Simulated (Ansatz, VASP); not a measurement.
## Two plane-wave programs on O

Contents of INCAR:

```
SYSTEM = O
PREC = Accurate
ENCUT = 520
EDIFF = 1E-6
ISMEAR = 0
SIGMA = 0.15
LREAL = .False.
LASPH = .True.
NELM = 80
ALGO = Normal
ISIF = 2
LWAVE = .False.
LCHARG = .False.
NBANDS = 13
```

The input KPOINTS:

```
Automatic mesh
0
Gamma
  22 22 22
  0 0 0
```

Contents of POSCAR:

```
O
1.0
    0.0000000000      1.5424671186      3.6542154232
    1.5325093703      0.0000000000      3.6542154232
    1.5325093703      1.5424671186      0.0000000000
O
2
Direct
    0.0808467867      0.0808467867      0.9191532133
    0.9191532133      0.9191532133      0.0808467867
```

Input for Ansatz:

```yaml
crystal:
  lattice:
    - [0.0, 1.5424671186, 3.6542154232]
    - [1.5325093703, 0.0, 3.6542154232]
    - [1.5325093703, 1.5424671186, 0.0]
  atoms:
    - { symbol: O, position: [0.0808467867, 0.0808467867, 0.9191532133] }
    - { symbol: O, position: [0.9191532133, 0.9191532133, 0.0808467867] }
basis:
  ecutwfc: 520.0
kpoints:
  mp_grid: { grid: [22, 22, 22] }
hamiltonian:
  xc: lda
scf:
  occupations: { method: gaussian, width: 0.15 }
output:
  forces: true
  stress: true
  eigenvalues: true
  write_density: true
  write_potential: true
  elf: true
  volumetric_format: npy
```

Change from the starting cell: volume 8.638 Å^3 an atom, stretch along c over the lengths across it, relative to the relaxed cell 1.0410.

Alike in both runs: task single point; functional LDA; k mesh 22 × 22 × 22; occupations gaussian, width 0.15 eV; no spin polarisation.

```csv
,VASP,Ansatz
version,VASP 6.6.1,Ansatz 0.2.0
potentials or method,"VASP PAW LDA potentials, release 64 (O), cutoff 520 eV","scalar-relativistic, plane waves, PAW"
valence electrons in the cell,12,12
```

Ansatz gave:

```
gap on the k mesh at the Fermi level (eV)                     : none
pressure (GPa)                                                : 13.9
traceless stress, the component that is largest in VASP (GPa) : -3.71
rms of the force components (eV/Å)                            : 0.489
```

Which values does VASP return?

gap on the k mesh at the Fermi level (eV): none; pressure (GPa): 21.5; traceless stress, the component that is largest in VASP (GPa): 11.53; rms of the force components (eV/Å): 1.730.

LDA's correlation is that of Perdew and Zunger in VASP and of Perdew and Wang (1992) in Ansatz. Atom by atom the forces differ by 1.241 eV/Å (rms over components). A gap of «none» marks a metal or a gap that the smearing closes.

Noted on VASP's run: the standard files for N, O and F lose accuracy on very short bonds; spin is off for a triplet molecule.
